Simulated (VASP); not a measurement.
A run of VASP 6.6.1:

Contents of POSCAR:

```
Sc
1.0
    3.2841935450      0.0000000000      0.0000000000
   -1.6420967725      2.8441950409      0.0000000000
    0.0000000000      0.0000000000      5.2337678526
Sc
2
Direct
    0.3333333333      0.6666666667      0.2500000000
    0.6666666667      0.3333333333      0.7500000000
```

The input INCAR.step1:

```
PREC = Accurate
ENCUT = 520
ISMEAR = -1
SIGMA = 0.1
LREAL = F
LASPH = T
NELM = 100
NBANDS = 18
GGA = PE
ALGO = Normal
EDIFF = 1E-4
LWAVE = T
LCHARG = F
```

File INCAR.step2:

```
PREC = Accurate
ENCUT = 520
EDIFF = 1E-6
ISMEAR = -1
SIGMA = 0.1
LREAL = F
LASPH = T
NELM = 100
ALGO = Normal
ISIF = 2
LWAVE = F
LCHARG = T
METAGGA = R2SCAN
LMIXTAU = T
IVDW = 12
VDW_S6 = 1.0
VDW_S8 = 0.78981345
VDW_A1 = 0.49484001
VDW_A2 = 5.73083694
LELF = T
LVHAR = T
NBANDS = 18
ISTART = 1
```

Contents of KPOINTS:

```
Automatic mesh
0
Gamma
  8 8 4
```

Potentials or basis: VASP PAW PBE potentials, release 64 (Sc_sv).

The run is started by

```sh
$ cat potpaw_PBE.64/Sc_sv/POTCAR > POTCAR
$ cp INCAR.step1 INCAR
$ mpirun -np 1 vasp_std > vasp.out
$ cp INCAR.step2 INCAR
$ mpirun -np 1 vasp_std > vasp.out
```

Hardware: 1 thread of Intel(R) Xeon(R) 6975P-C (Granite Rapids), on a shared host.

Task: How long does it take, and how much memory?

Result: It took 38 s on 1 thread of Intel(R) Xeon(R) 6975P-C (Granite Rapids) (shared host), peak memory 0.16 GiB. Counts: k points 30.
